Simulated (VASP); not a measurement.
# PbSe in VASP: a series of runs

Runs on PbSe. Level: PBE. Tasks: electric field gradients.

Program: VASP 6.6.1. These are calculated values, not measurements. Logs are shortened: lines on timing, memory, paths and dates and some standing lists are left out, and cuts for length are marked.

### Step 1. The cell of the first run

The structure is trigonal, space group R-3m (No. 166). Conventional cell: a = 4.395 Å, b = 4.395 Å, c = 10.289 Å, α = 90.00°, β = 90.00°, γ = 120.00°. Within 4.0 Å of Pb (site symmetry -3m) lie 6 Se at 3.06 Å. Within 4.0 Å of Se (site symmetry -3m) lie 6 Pb at 3.06 Å.

### Step 2. Electric field gradients, PBE (equal xy, yz and zx shear strains of -3 %)

The input, INCAR:

```
PREC = Accurate
ENCUT = 520
EDIFF = 1E-8
ISMEAR = -1
SIGMA = 0.01
LREAL = F
LASPH = T
NELM = 80
ALGO = Normal
ISIF = 2
LWAVE = F
LCHARG = F
GGA = PE
LEFG = T
NBANDS = 17
```

The input, KPOINTS:

```
regular mesh
0
Gamma
  9 9 9
```

The input, POSCAR:

```
PbSe
1.0
   -0.0918645000      3.0162177500      3.0162177500
    3.0162177500     -0.0918645000      3.0162177500
    3.0162177500      3.0162177500     -0.0918645000
Pb Se
1 1
Direct
    0.0000000000      0.0000000000      0.0000000000
    0.5000000000      0.5000000000      0.5000000000
```

Potentials or basis: VASP PAW PBE potentials, release 64 (Pb_d, Se).

The run is started by

```bash
cat potpaw_PBE.64/Pb_d/POTCAR potpaw_PBE.64/Se/POTCAR > POTCAR
mpirun -np 1 vasp_std > vasp.out
```

OUTCAR:

```text
PREC = Accurate
   ENCUT = 520
   EDIFF = 1E-8
   ISMEAR = -1
   LREAL = F
   LASPH = T
   NELM = 80
   ISIF = 2
   GGA = PE

 ion  position               nearest neighbor table
   1  0.000  0.000  0.000-   2 3.06   2 3.06   2 3.06   2 3.06   2 3.06   2 3.06
   2  0.500  0.500  0.500-   1 3.06   1 3.06   1 3.06   1 3.06   1 3.06   1 3.06

  LATTYP: Found a trigonal (rhomboedric) cell.
 ALAT       =     4.2665651427
 COS(alpha) =     0.4693254694

  Lattice vectors:

 A1 = (  -0.0918645000,   3.0162177500,   3.0162177500)
 A2 = (   3.0162177500,  -0.0918645000,   3.0162177500)
 A3 = (   3.0162177500,   3.0162177500,  -0.0918645000)

Analysis of symmetry for initial positions (statically):
=====================================================================
 Subroutine PRICEL returns:
 Original cell was already a primitive cell.

 Routine SETGRP: Setting up the symmetry group for a
 trigonal (rhombohedral) supercell.

 Subroutine GETGRP returns: Found 12 space group operations
 (whereof 12 operations were pure point group operations)
 out of a pool of 12 trial point group operations.

The static configuration has the point symmetry D_3d.

Analysis of symmetry for dynamics (positions and initial velocities):
=====================================================================
 Subroutine PRICEL returns:
 Original cell was already a primitive cell.

 Routine SETGRP: Setting up the symmetry group for a
 trigonal (rhombohedral) supercell.

 Subroutine GETGRP returns: Found 12 space group operations
 (whereof 12 operations were pure point group operations)
 out of a pool of 12 trial point group operations.

The dynamic configuration has the point symmetry D_3d.

 Subroutine INISYM returns: Found 12 space group operations
 (whereof 12 operations are pure point group operations),
 and found     1 'primitive' translations

----------------------------------------------------------------------------------------

                                     Primitive cell

  volume of cell :      57.3870

  direct lattice vectors                    reciprocal lattice vectors
    -0.091864500  3.016217750  3.016217750    -0.158383209  0.163358598  0.163358598
     3.016217750 -0.091864500  3.016217750     0.163358598 -0.158383209  0.163358598
     3.016217750  3.016217750 -0.091864500     0.163358598  0.163358598 -0.158383209

  length of vectors
     4.266565143  4.266565143  4.266565143     0.280102310  0.280102310  0.280102310

  position of ions in fractional coordinates (direct lattice)
     0.000000000  0.000000000  0.000000000
     0.500000000  0.500000000  0.500000000

  ion indices of the primitive-cell ions
   primitive index   ion index
                 1           1
                 2           2

----------------------------------------------------------------------------------------

 KPOINTS: regular mesh

Automatic generation of k-mesh.
 Grid dimensions read from file:
 generate k-points for:    9    9    9

 Generating k-lattice:

  Cartesian coordinates                     Fractional coordinates (reciprocal lattice)
    -0.017598134  0.018150955  0.018150955     0.111111111  0.000000000  0.000000000
     0.018150955 -0.017598134  0.018150955     0.000000000  0.111111111  0.000000000
     0.018150955  0.018150955 -0.017598134     0.000000000  0.000000000  0.111111111

  Length of vectors
     0.031122479  0.031122479  0.031122479

  Shift w.r.t. Gamma in fractional coordinates (k-lattice)
     0.000000000  0.000000000  0.000000000

 Subroutine IBZKPT returns following result:
 ===========================================

 Found     85 irreducible k-points:

 Following reciprocal coordinates:
            Coordinates               Weight
  0.000000  0.000000  0.000000      1.000000
  0.111111  0.000000  0.000000      6.000000
  0.222222  0.000000  0.000000      6.000000
  0.333333  0.000000  0.000000      6.000000
  0.444444  0.000000  0.000000      6.000000
  0.111111  0.111111  0.000000      6.000000
[... 16 lines left out ...]
 -0.333333  0.333333  0.000000      6.000000
  0.444444  0.444444 -0.000000      6.000000
 [... further k-points ...]
   k-points           NKPTS =     85   k-points in BZ     NKDIM =     85   number of bands    NBANDS=     17
   number of dos      NEDOS =    301   number of ions     NIONS =      2
   total plane-waves  NPLWV =  32768
   dimension x,y,z NGX =    32 NGY =   32 NGZ =   32
   dimension x,y,z NGXF=    64 NGYF=   64 NGZF=   64
   ions per type =               1   1
   NGX,Y,Z   is equivalent  to a cutoff of  12.47, 12.47, 12.47 a.u.
   NGXF,Y,Z  is equivalent  to a cutoff of  24.94, 24.94, 24.94 a.u.
 SYSTEM =  unknown system
   PREC   = accura    normal or accurate (medium, high low for compatibility)
   ISTART =      0    job   : 0-new  1-cont  2-samecut
   ICHARG =      2    charge: 1-file 2-atom 10-const
   ISPIN  =      1    spin polarized calculation?
   LNONCOLLINEAR =      F non collinear calculations
   LSORBIT =      F    spin-orbit coupling
   LASPH  =      T    aspherical Exc in radial PAW
   ENCUT  =  520.0 eV  38.22 Ry    6.18 a.u.   7.93  7.93  7.93*2*pi/ulx,y,z
   NELM   =     80;   NELMIN=  2; NELMDL= -5     # of ELM steps
   EDIFF  = 0.1E-07   stopping-criterion for ELM
   LREAL  =      F    real-space projection
   EDIFFG = 0.1E-06   stopping-criterion for IOM
   NSW    =      0    number of steps for IOM
   IBRION =     -1    ionic relax: 0-MD 1-quasi-New 2-CG
   NFREE  =      0    steps in history (QN), initial steepest desc. (CG)
   ISIF   =      2    stress and relaxation
   ISYM   =      2    0-nonsym 1-usesym 2-fastsym
   POTIM  = 0.5000    time-step for ionic-motion
   TEBEG  =    0.0;   TEEND  =   0.0 temperature during run
   PSTRESS=    0.0 pullay stress
   NELECT =      20.0000    total number of electrons
   NUPDOWN=      -1.0000    fix difference up-down
   EMIN   =  10.00;   EMAX   =-10.00  energy-range for DOS
   EFERMI =   0.00;   METHOD = LEGACY
   ISMEAR =    -1;   SIGMA  =   0.01  broadening in eV -4-tet -1-fermi 0-gaus
   EFERMI_NEDOS =   21; number of points for ismear=-14 and -15
   IALGO  =     38    algorithm
   IMIX   =      4    mixing-type and parameters
     AMIX     =   0.40;   BMIX     =  1.00
     AMIX_MAG =   1.60;   BMIX_MAG =  1.00
  volume/ion in A,a.u.               =      28.69       193.63
  Fermi-wavevector in a.u.,A,eV,Ry     =   1.152074  2.177104 18.058670  1.327275
  Thomas-Fermi vector in A             =   2.288728
   LORBIT       =      0    0 simple, 1 ext, 2 COOP (PROOUT), +10 PAW based schemes
   GGA     = PE    functional components
   LHFCALC =     F    Hartree Fock is set to
   AEXX    =    0.0000 exact exchange contribution
   IVDW    =     0    specifies the selected vdW correction
   LEPSILON=     F    determine dielectric tensor
   LRPA    =     F    only Hartree local field effects (RPA)
 non-spin polarized calculation
  energy-cutoff  :      520.00
  volume of cell :       57.39
 maximum number of plane-waves:      1569
   NGX = 15   NGY = 15   NGZ = 15

 number of electron      19.9999997 magnetization

 Free energy of the ion-electron system (eV)
  ---------------------------------------------------
  ext. energy  EPLUGINS =         0.00000000
  ---------------------------------------------------
  free energy    TOTEN  =        -8.17107754 eV

  energy without entropy =       -8.17107754  energy(sigma->0) =       -8.17107754

 E-fermi :   5.1266     XC(G=0):  -9.5282

 val. band max:        4.9300105285   @ k =   0.4444   0.0000   0.0000
 cond. band min:       5.3518708809   @ k =   0.4444   0.4444   0.4444
 fundamental gap:      0.4218603524
 Fermi energy:         5.1266193924

 k-point     1 :       0.0000    0.0000    0.0000
  band No.  band energies     occupation
      1     -11.7875      2.00000
      2     -11.7875      2.00000
      3     -11.7842      2.00000
      4     -11.7705      2.00000
      5     -11.7705      2.00000
      6      -8.5237      2.00000
[... 9 lines left out ...]
     16      12.0026      0.00000
     17      13.2729      0.00000

 k-point     2 :       0.1111    0.0000    0.0000
  band No.  band energies     occupation
      1     -11.7894      2.00000
      2     -11.7871      2.00000
      3     -11.7812      2.00000
      4     -11.7717      2.00000
      5     -11.7683      2.00000
      6      -8.4315      2.00000
[... 9 lines left out ...]
     16      12.2022      0.00000
     17      14.1720      0.00000

 k-point     3 :       0.2222    0.0000    0.0000
  band No.  band energies     occupation
      1     -11.7957      2.00000
      2     -11.7897      2.00000
      3     -11.7743      2.00000
      4     -11.7708      2.00000
      5     -11.7614      2.00000
      6      -8.1726      2.00000
[... 9 lines left out ...]
     16      12.8977      0.00000
     17      15.7794      0.00000

 k-point     4 :       0.3333    0.0000    0.0000
  band No.  band energies     occupation
      1     -11.8038      2.00000
      2     -11.7946      2.00000
      3     -11.7750      2.00000
      4     -11.7594      2.00000
      5     -11.7526      2.00000
      6      -7.8150      2.00000
[... 9 lines left out ...]
     16      13.9686      0.00000
     17      16.7367      0.00000

 k-point     5 :       0.4444    0.0000    0.0000
  band No.  band energies     occupation
      1     -11.8091      2.00000
      2     -11.7984      2.00000
      3     -11.7752      2.00000
      4     -11.7518      2.00000
      5     -11.7467      2.00000
      6      -7.5214      2.00000
[... 9 lines left out ...]
     16      14.9364      0.00000
     17      15.8064      0.00000

 k-point     6 :       0.1111    0.1111    0.0000
  band No.  band energies     occupation
      1     -11.7913      2.00000
      2     -11.7828      2.00000
      3     -11.7827      2.00000
      4     -11.7733      2.00000
      5     -11.7677      2.00000
      6      -8.3974      2.00000
[... 9 lines left out ...]
     16      12.5487      0.00000
     17      13.8157      0.00000
[... 281 lines left out ...]
 k-point    21 :       0.4444    0.3333   -0.0000
  band No.  band energies     occupation
      1     -11.8770      2.00000
      2     -11.7952      2.00000
      3     -11.7649      2.00000
      4     -11.7447      2.00000
      5     -11.7413      2.00000
      6      -7.2914      2.00000
[... 9 lines left out ...]
     16      16.1782      0.00000
     17      16.4768      0.00000

 k-point    22 :      -0.4444    0.3333   -0.0000
  band No.  band energies     occupation
      1     -11.8737      2.00000
      2     -11.7881      2.00000
      3     -11.7708      2.00000
      4     -11.7445      2.00000
      5     -11.7441      2.00000
      6      -7.1412      2.00000
[... 9 lines left out ...]
     16      15.7741      0.00000
     17      17.2159      0.00000

 k-point    23 :      -0.3333    0.3333    0.0000
  band No.  band energies     occupation
      1     -11.8541      2.00000
      2     -11.7794      2.00000
      3     -11.7768      2.00000
      4     -11.7526      2.00000
      5     -11.7494      2.00000
      6      -7.1803      2.00000
[... 9 lines left out ...]
     16      14.6632      0.00000
     17      16.5234      0.00000

 k-point    24 :       0.4444    0.4444   -0.0000
  band No.  band energies     occupation
      1     -11.8984      2.00000
      2     -11.7998      2.00000
      3     -11.7590      2.00000
      4     -11.7411      2.00000
      5     -11.7349      2.00000
      6      -7.1482      2.00000
[... 9 lines left out ...]
     16      16.4709      0.00000
     17      17.3846      0.00000

 [... further k-points ...]

------------------------ aborting loop because EDIFF is reached ----------------------------------------

  FORCE on cell =-STRESS in cart. coord.  units (eV):
  Direction    XX          YY          ZZ          XY          YZ          ZX
  --------------------------------------------------------------------------------------
  -------------------------------------------------------------------------------------
  Total        0.8298404      0.8298404      0.8298404      0.1697139      0.1697139      0.1697139
  in kB       23.1681814     23.1681814     23.1681814      4.7382158      4.7382158      4.7382158
  external PRESSURE =      23.1681814 kB  Pullay stress =       0.0000000 kB

 VOLUME and BASIS-vectors are now :
 -----------------------------------------------------------------------------
  energy-cutoff  :      520.00
  volume of cell :       57.39
      direct lattice vectors                 reciprocal lattice vectors
    -0.091864500  3.016217750  3.016217750    -0.158383209  0.163358598  0.163358598
     3.016217750 -0.091864500  3.016217750     0.163358598 -0.158383209  0.163358598
     3.016217750  3.016217750 -0.091864500     0.163358598  0.163358598 -0.158383209

 POSITION                                       TOTAL-FORCE (eV/Angst)
 -----------------------------------------------------------------------------------
      0.00000      0.00000      0.00000        -0.000000      0.000000      0.000000
      2.97029      2.97029      2.97029         0.000000     -0.000000     -0.000000
 -----------------------------------------------------------------------------------
    total drift:                                0.000000     -0.000000     -0.000000

  FREE ENERGIE OF THE ION-ELECTRON SYSTEM (eV)
  ---------------------------------------------------
  free  energy   TOTEN  =        -8.1710775443 eV

  energy  without entropy=       -8.1710775443  energy(sigma->0) =       -8.17107754

 Electric field gradients (V/A^2)
---------------------------------------------------------------------
 ion       V_xx      V_yy      V_zz      V_xy      V_xz      V_yz
---------------------------------------------------------------------
   1      -0.000     0.000    -0.000     3.384     3.384     3.384
   2       0.000     0.000    -0.000   -10.273   -10.273   -10.273
---------------------------------------------------------------------

 Electric field gradients after diagonalization (V/A^2)
 (convention: |V_zz| > |V_xx| > |V_yy|)
----------------------------------------------------------------------
 ion       V_xx      V_yy      V_zz     asymmetry (V_yy - V_xx)/ V_zz
----------------------------------------------------------------------
   1      -3.384    -3.384     6.768       0.000
   2      10.273    10.273   -20.547       0.000
----------------------------------------------------------------------

           NMR quadrupolar parameters

 Cq : quadrupolar parameter    Cq=e*Q*V_zz/h
 eta: asymmetry parameters     (V_yy - V_xx)/ V_zz
 Q  : nuclear electric quadrupole moment in mb (millibarn)
----------------------------------------------------------------------
 ion       Cq(MHz)       eta       Q (mb)
----------------------------------------------------------------------
   1       0.016       0.000       1.000
   2      -0.050       0.000       1.000
----------------------------------------------------------------------
```

It took 52 s on 1 thread of Intel Xeon Platinum 8488C (Sapphire Rapids), shared host; peak memory 0.23 GiB.

What came out:

```yaml
Free_energy: -8.1711 eV
Pressure: 2.3 GPa
Band_gap_on_the_k_mesh: 0.42 eV, indirect (least direct gap 0.65 eV)
```

Stress tensor (GPa, compression positive):
```
2.32 0.47 0.47
0.47 2.32 0.47
0.47 0.47 2.32
```

Levels at points of the mesh, in eV from the valence-band top:
```
           k point  band 6  band 7  band 8  band 9  band 10  band 11  band 12  band 13  band 14  band 15
(0.00, 0.00, 0.00)  -13.45   -6.19   -1.86   -1.86    -1.51     4.79     4.87     4.87     6.45     6.45
```

Electric field gradients, principal values (V/Å²):
| atom | least | middle | greatest (by size) |
| --- | --- | --- | --- |
| 1 Pb | -3.384 | -3.384 | 6.768 |
| 2 Se | 10.273 | 10.273 | -20.547 |

Caveat: the cell differs from its parent crystal (equal xy, yz and zx shear strains of -3 %); without QUAD_EFG the Cq values of the log hold for a quadrupole moment of 1 mb, not for the nuclei; spin-orbit coupling is left out, which moves the levels of the heavy elements. A k mesh can miss the band edges.

### Step 3. Electric field gradients, PBE (equal xy, yz and zx shear strains of -1 %)

The input, INCAR:

```
ALGO = Normal
EDIFF = 1E-8
ENCUT = 520
GGA = PE
ISIF = 2
ISMEAR = -1
LASPH = True
LCHARG = False
LEFG = True
LREAL = False
LWAVE = False
NBANDS = 17
NELM = 60
PREC = Accurate
SIGMA = 0.01
```

The input, KPOINTS:

```
k-points
0
Gamma
  9 9 9
```

The input, POSCAR:

```
PbSe
1.0
   -0.0306215000      3.0468392500      3.0468392500
    3.0468392500     -0.0306215000      3.0468392500
    3.0468392500      3.0468392500     -0.0306215000
Pb Se
1 1
Direct
    0.0000000000      0.0000000000      0.0000000000
    0.5000000000      0.5000000000      0.5000000000
```

Potentials or basis: VASP PAW PBE potentials, release 64 (Pb_d, Se).

The run is started by

```bash
cat potpaw_PBE.64/Pb_d/POTCAR potpaw_PBE.64/Se/POTCAR > POTCAR
mpirun -np 1 vasp_std > vasp.out
```

OUTCAR:

```text
EDIFF = 1E-8
   ENCUT = 520
   GGA = PE
   ISIF = 2
   ISMEAR = -1
   LASPH = True
   LREAL = False
   NELM = 60
   PREC = Accurate

 ion  position               nearest neighbor table
   1  0.000  0.000  0.000-   2 3.06   2 3.06   2 3.06   2 3.06   2 3.06   2 3.06
   2  0.500  0.500  0.500-   1 3.06   1 3.06   1 3.06   1 3.06   1 3.06   1 3.06

  LATTYP: Found a trigonal (rhomboedric) cell.
 ALAT       =     4.3089901957
 COS(alpha) =     0.4899250057

  Lattice vectors:

 A1 = (  -0.0306215000,   3.0468392500,   3.0468392500)
 A2 = (   3.0468392500,  -0.0306215000,   3.0468392500)
 A3 = (   3.0468392500,   3.0468392500,  -0.0306215000)
[... 691 lines left out ...]
  free  energy   TOTEN  =        -8.1785778610 eV

  energy  without entropy=       -8.1785778610  energy(sigma->0) =       -8.17857786

 Electric field gradients (V/A^2)
---------------------------------------------------------------------
 ion       V_xx      V_yy      V_zz      V_xy      V_xz      V_yz
---------------------------------------------------------------------
   1       0.000    -0.000    -0.000     1.050     1.050     1.050
   2       0.000    -0.000     0.000    -3.433    -3.433    -3.433
---------------------------------------------------------------------

 Electric field gradients after diagonalization (V/A^2)
 (convention: |V_zz| > |V_xx| > |V_yy|)
----------------------------------------------------------------------
 ion       V_xx      V_yy      V_zz     asymmetry (V_yy - V_xx)/ V_zz
----------------------------------------------------------------------
   1      -1.050    -1.050     2.099       0.000
   2       3.433     3.433    -6.866       0.000
----------------------------------------------------------------------

           NMR quadrupolar parameters

 Cq : quadrupolar parameter    Cq=e*Q*V_zz/h
 eta: asymmetry parameters     (V_yy - V_xx)/ V_zz
 Q  : nuclear electric quadrupole moment in mb (millibarn)
----------------------------------------------------------------------
 ion       Cq(MHz)       eta       Q (mb)
----------------------------------------------------------------------
   1       0.005       0.000       1.000
   2      -0.017       0.000       1.000
----------------------------------------------------------------------
```

stdout:

```text
POSCAR found type information on POSCAR PbSe
 POSCAR found :  2 types and       2 ions
 scaLAPACK will be used
 LDA part: xc-table for (Slater+PW92), standard interpolation
 POSCAR, INCAR and KPOINTS ok, starting setup
 FFT: planning ... GRIDC
 FFT: planning ... GRID_SOFT
 FFT: planning ... GRID
 WAVECAR not read
 entering main loop
ion   1

ion   2
```

It took 61 s on 1 thread of Intel Xeon Platinum 8488C (Sapphire Rapids), shared host; peak memory 0.23 GiB.

What came out:

```
Free energy            : -8.1786 eV
Pressure               : 2.3 GPa
Band gap on the k mesh : 0.60 eV, indirect (least direct gap 0.68 eV)
```

Electric field gradients, principal values (V/Å²):
| atom | least | middle | greatest (by size) |
| --- | --- | --- | --- |
| 1 Pb | -1.050 | -1.050 | 2.099 |
| 2 Se | 3.433 | 3.433 | -6.866 |

Caveat: the cell differs from its parent crystal (equal xy, yz and zx shear strains of -1 %); without QUAD_EFG the Cq values of the log hold for a quadrupole moment of 1 mb, not for the nuclei; spin-orbit coupling is left out, which moves the levels of the heavy elements.

(Continued in part 2 of 2.)
